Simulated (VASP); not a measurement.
# Pb (Fm-3m) in VASP: single point with PBEsol

Aim: the single point of Pb with PBEsol.

Program: VASP 6.6.1. These are calculated values, not measurements. Logs are shortened: lines on timing, memory, paths and dates and some standing lists are left out, and cuts for length are marked.

### 1 The cell of the first run

Symmetry: Fm-3m, No. 225, cubic system. Conventional cell: a = 4.935 Å, b = 4.935 Å, c = 4.935 Å, α = 90.00°, β = 90.00°, γ = 90.00°. Within 4.6 Å of Pb (site symmetry m-3m) lie 12 Pb at 3.49 Å.

### 2 Single point, PBEsol

Contents of INCAR:

```
SYSTEM = Pb
PREC = Accurate
ENCUT = 520
EDIFF = 1E-6
ISMEAR = 0
SIGMA = 0.1
LREAL = .FALSE.
LASPH = .TRUE.
NELM = 60
ALGO = Normal
ISIF = 2
LWAVE = .FALSE.
LCHARG = .FALSE.
GGA = PS
NBANDS = 13
```

Contents of KPOINTS:

```
regular mesh
0
G
  22 22 22
  0 0 0
```

Contents of POSCAR:

```
Pb
1.0
    0.0000000000      2.4674785448      2.4674785448
    2.4674785448      0.0000000000      2.4674785448
    2.4674785448      2.4674785448      0.0000000000
Pb
1
Direct
    0.0000000000      0.0000000000      0.0000000000
```

Potentials or basis: VASP PAW PBE potentials, release 64 (Pb_d).

Launch:

```
$ cat potpaw_PBE.64/Pb_d/POTCAR > POTCAR
$ mpirun -np 1 vasp_std > vasp.out
```

OUTCAR:

```text
SYSTEM = Pb
   PREC = Accurate
   ENCUT = 520
   EDIFF = 1E-6
   ISMEAR = 0
   LREAL = .FALSE.
   LASPH = .TRUE.
   NELM = 60
   ISIF = 2
   GGA = PS

 ion  position               nearest neighbor table
   1  0.000  0.000  0.000-

  LATTYP: Found a face centered cubic cell.
 ALAT       =     4.9349570896

  Lattice vectors:

 A1 = (   0.0000000000,   2.4674785448,   2.4674785448)
 A2 = (   2.4674785448,   0.0000000000,   2.4674785448)
 A3 = (   2.4674785448,   2.4674785448,   0.0000000000)

Analysis of symmetry for initial positions (statically):
=====================================================================
 Subroutine PRICEL returns:
 Original cell was already a primitive cell.

 Routine SETGRP: Setting up the symmetry group for a
 face centered cubic supercell.

 Subroutine GETGRP returns: Found 48 space group operations
 (whereof 48 operations were pure point group operations)
 out of a pool of 48 trial point group operations.

The static configuration has the point symmetry O_h .

Analysis of symmetry for dynamics (positions and initial velocities):
=====================================================================
 Subroutine PRICEL returns:
 Original cell was already a primitive cell.

 Routine SETGRP: Setting up the symmetry group for a
 face centered cubic supercell.

 Subroutine GETGRP returns: Found 48 space group operations
 (whereof 48 operations were pure point group operations)
 out of a pool of 48 trial point group operations.

The dynamic configuration has the point symmetry O_h .

 Subroutine INISYM returns: Found 48 space group operations
 (whereof 48 operations are pure point group operations),
 and found     1 'primitive' translations

----------------------------------------------------------------------------------------

                                     Primitive cell

  volume of cell :      30.0462

  direct lattice vectors                    reciprocal lattice vectors
     0.000000000  2.467478545  2.467478545    -0.202636007  0.202636007  0.202636007
     2.467478545  0.000000000  2.467478545     0.202636007 -0.202636007  0.202636007
     2.467478545  2.467478545  0.000000000     0.202636007  0.202636007 -0.202636007

  length of vectors
     3.489541623  3.489541623  3.489541623     0.350975860  0.350975860  0.350975860

  position of ions in fractional coordinates (direct lattice)
     0.000000000  0.000000000  0.000000000

  ion indices of the primitive-cell ions
   primitive index   ion index
                 1           1

----------------------------------------------------------------------------------------

 KPOINTS: regular mesh

Automatic generation of k-mesh.
 Grid dimensions read from file:
 generate k-points for:   22   22   22

 Generating k-lattice:

  Cartesian coordinates                     Fractional coordinates (reciprocal lattice)
    -0.009210728  0.009210728  0.009210728     0.045454545  0.000000000  0.000000000
     0.009210728 -0.009210728  0.009210728     0.000000000  0.045454545  0.000000000
     0.009210728  0.009210728 -0.009210728     0.000000000  0.000000000  0.045454545

  Length of vectors
     0.015953448  0.015953448  0.015953448

  Shift w.r.t. Gamma in fractional coordinates (k-lattice)
     0.000000000  0.000000000  0.000000000

 Subroutine IBZKPT returns following result:
 ===========================================

 Found    328 irreducible k-points:

 Following reciprocal coordinates:
            Coordinates               Weight
  0.000000  0.000000  0.000000      1.000000
  0.045455  0.000000  0.000000      8.000000
  0.090909  0.000000  0.000000      8.000000
  0.136364  0.000000  0.000000      8.000000
  0.181818  0.000000  0.000000      8.000000
  0.227273  0.000000  0.000000      8.000000
[... 16 lines left out ...]
  0.500000  0.045455  0.000000     24.000000
 -0.454545  0.045455  0.000000     24.000000
 [... further k-points ...]
   k-points           NKPTS =    328   k-points in BZ     NKDIM =    328   number of bands    NBANDS=     13
   number of dos      NEDOS =    301   number of ions     NIONS =      1
   total plane-waves  NPLWV =  21952
   dimension x,y,z NGX =    28 NGY =   28 NGZ =   28
   dimension x,y,z NGXF=    56 NGYF=   56 NGZF=   56
   ions per type =               1
   NGX,Y,Z   is equivalent  to a cutoff of  13.34, 13.34, 13.34 a.u.
   NGXF,Y,Z  is equivalent  to a cutoff of  26.68, 26.68, 26.68 a.u.
 SYSTEM =  Pb
   PREC   = accura    normal or accurate (medium, high low for compatibility)
   ISTART =      0    job   : 0-new  1-cont  2-samecut
   ICHARG =      2    charge: 1-file 2-atom 10-const
   ISPIN  =      1    spin polarized calculation?
   LNONCOLLINEAR =      F non collinear calculations
   LSORBIT =      F    spin-orbit coupling
   LASPH  =      T    aspherical Exc in radial PAW
   ENCUT  =  520.0 eV  38.22 Ry    6.18 a.u.   6.49  6.49  6.49*2*pi/ulx,y,z
   NELM   =     60;   NELMIN=  2; NELMDL= -5     # of ELM steps
   EDIFF  = 0.1E-05   stopping-criterion for ELM
   LREAL  =      F    real-space projection
   EDIFFG = 0.1E-04   stopping-criterion for IOM
   NSW    =      0    number of steps for IOM
   IBRION =     -1    ionic relax: 0-MD 1-quasi-New 2-CG
   NFREE  =      0    steps in history (QN), initial steepest desc. (CG)
   ISIF   =      2    stress and relaxation
   ISYM   =      2    0-nonsym 1-usesym 2-fastsym
   POTIM  = 0.5000    time-step for ionic-motion
   TEBEG  =    0.0;   TEEND  =   0.0 temperature during run
   PSTRESS=    0.0 pullay stress
   NELECT =      14.0000    total number of electrons
   NUPDOWN=      -1.0000    fix difference up-down
   EMIN   =  10.00;   EMAX   =-10.00  energy-range for DOS
   EFERMI =   0.00;   METHOD = LEGACY
   ISMEAR =     0;   SIGMA  =   0.10  broadening in eV -4-tet -1-fermi 0-gaus
   EFERMI_NEDOS =   21; number of points for ismear=-14 and -15
   IALGO  =     38    algorithm
   IMIX   =      4    mixing-type and parameters
     AMIX     =   0.40;   BMIX     =  1.00
     AMIX_MAG =   1.60;   BMIX_MAG =  1.00
  volume/ion in A,a.u.               =      30.05       202.76
  Fermi-wavevector in a.u.,A,eV,Ry     =   1.269173  2.398389 21.916263  1.610800
  Thomas-Fermi vector in A             =   2.402228
   LORBIT       =      0    0 simple, 1 ext, 2 COOP (PROOUT), +10 PAW based schemes
   GGA     = PS    functional components
   LHFCALC =     F    Hartree Fock is set to
   AEXX    =    0.0000 exact exchange contribution
   IVDW    =     0    specifies the selected vdW correction
   LEPSILON=     F    determine dielectric tensor
   LRPA    =     F    only Hartree local field effects (RPA)
 non-spin polarized calculation
 Gauss-broadening in eV      SIGMA  =   0.10
  energy-cutoff  :      520.00
  volume of cell :       30.05
 maximum number of plane-waves:       869
 NGX is ok and might be reduce to    28
   NGX = 13   NGY = 13   NGZ = 13

 number of electron      13.9999999 magnetization

 Free energy of the ion-electron system (eV)
  ---------------------------------------------------
  ext. energy  EPLUGINS =         0.00000000
  ---------------------------------------------------
  free energy    TOTEN  =        -4.00060423 eV

  energy without entropy =       -3.99806419  energy(sigma->0) =       -3.99933421

 E-fermi :   7.2318     XC(G=0): -10.3851

 val. band max:        7.2208138193   @ k =  -0.3182   0.2727   0.0455
 cond. band min:       7.2692013833   @ k =  -0.2727   0.2727   0.0455
 fundamental gap:      0.0483875640
 Fermi energy:         7.2318266133

 k-point     1 :       0.0000    0.0000    0.0000
  band No.  band energies     occupation
      1      -9.7903      2.00000
      2      -9.7903      2.00000
      3      -9.7903      2.00000
      4      -9.6445      2.00000
      5      -9.6445      2.00000
      6      -4.6274      2.00000
      7      14.6874      0.00000
      8      14.6874      0.00000
      9      14.6874      0.00000
     10      16.9730      0.00000
     11      18.6364      0.00000
     12      19.7500      0.00000
     13      19.7500      0.00000

 k-point     2 :       0.0455    0.0000    0.0000
  band No.  band energies     occupation
      1      -9.7903      2.00000
      2      -9.7870      2.00000
      3      -9.7870      2.00000
      4      -9.6447      2.00000
      5      -9.6447      2.00000
      6      -4.5872      2.00000
      7      14.1350      0.00000
      8      14.6353      0.00000
      9      14.6353      0.00000
     10      16.8557      0.00000
     11      18.9076      0.00000
     12      19.8420      0.00000
     13      19.8420      0.00000

 k-point     3 :       0.0909    0.0000    0.0000
  band No.  band energies     occupation
      1      -9.7907      2.00000
      2      -9.7782      2.00000
      3      -9.7782      2.00000
      4      -9.6449      2.00000
      5      -9.6449      2.00000
      6      -4.4666      2.00000
      7      12.9149      0.00000
      8      14.4900      0.00000
      9      14.4900      0.00000
     10      16.6724      0.00000
     11      19.3657      0.00000
     12      20.1028      0.00000
     13      20.1028      0.00000
[... 305 lines left out ...]
 k-point    23 :       0.5000    0.0455    0.0000
  band No.  band energies     occupation
      1      -9.8191      2.00000
      2      -9.7798      2.00000
      3      -9.7734      2.00000
      4      -9.5120      2.00000
      5      -9.5047      2.00000
      6      -0.9371      2.00000
      7       3.0105      2.00000
      8      12.4521      0.00000
      9      12.6965      0.00000
     10      16.1591      0.00000
     11      17.1075      0.00000
     12      18.6333      0.00000
     13      18.8856      0.00000

 k-point    24 :      -0.4545    0.0455    0.0000
  band No.  band energies     occupation
      1      -9.8185      2.00000
      2      -9.7789      2.00000
      3      -9.7736      2.00000
      4      -9.5106      2.00000
      5      -9.5093      2.00000
      6      -1.0029      2.00000
      7       3.1048      2.00000
      8      12.3638      0.00000
      9      12.8109      0.00000
     10      16.2157      0.00000
     11      17.0573      0.00000
     12      18.5541      0.00000
     13      18.9974      0.00000

 [... further k-points ...]
[... 5 lines left out ...]
  --------------------------------------------------------------------------------------
  -------------------------------------------------------------------------------------
  Total       -0.0218386     -0.0218386     -0.0218386     -0.0000000      0.0000000      0.0000000
  in kB       -1.1645150     -1.1645150     -1.1645150     -0.0000000      0.0000000      0.0000000
  external PRESSURE =      -1.1645150 kB  Pullay stress =       0.0000000 kB

 VOLUME and BASIS-vectors are now :
 -----------------------------------------------------------------------------
  energy-cutoff  :      520.00
  volume of cell :       30.05
      direct lattice vectors                 reciprocal lattice vectors
     0.000000000  2.467478545  2.467478545    -0.202636007  0.202636007  0.202636007
     2.467478545  0.000000000  2.467478545     0.202636007 -0.202636007  0.202636007
     2.467478545  2.467478545  0.000000000     0.202636007  0.202636007 -0.202636007

 POSITION                                       TOTAL-FORCE (eV/Angst)
 -----------------------------------------------------------------------------------
      0.00000      0.00000      0.00000        -0.000000     -0.000000     -0.000000
 -----------------------------------------------------------------------------------
    total drift:                               -0.000000     -0.000000     -0.000000

  FREE ENERGIE OF THE ION-ELECTRON SYSTEM (eV)
  ---------------------------------------------------
  free  energy   TOTEN  =        -4.0006042264 eV

  energy  without entropy=       -3.9980641918  energy(sigma->0) =       -3.99933421
```

It took 79 s on 1 thread of Intel Xeon 6975P-C, shared host; peak memory 0.25 GiB.

Results:

| Property | Result |
| --- | --- |
| Free energy | -4.0006 eV |
| Pressure | -0.1 GPa |
| Band gap on the k mesh | zero (band 7 reaches 14.69 eV, above the bottom of band 8 at 5.51 eV) |

Levels at points of the mesh, in eV from the Fermi level:
| k point | band 5 | band 6 | band 7 | band 8 | band 9 | band 10 |
| --- | --- | --- | --- | --- | --- | --- |
| (0.00, 0.00, 0.00) | -16.88 | -11.86 | 7.46 | 7.46 | 7.46 | 9.74 |
| (0.50, 0.00, 0.00) | -16.74 | -8.17 | -4.30 | 5.60 | 5.60 | 9.21 |
| (0.50, 0.50, 0.00) | -16.70 | -6.74 | -3.35 | 2.02 | 2.02 | 5.36 |

Caveat: the PAW data sets were made with another functional, which shifts forces and pressure a little; spin-orbit coupling is left out, which moves the levels of the heavy elements.
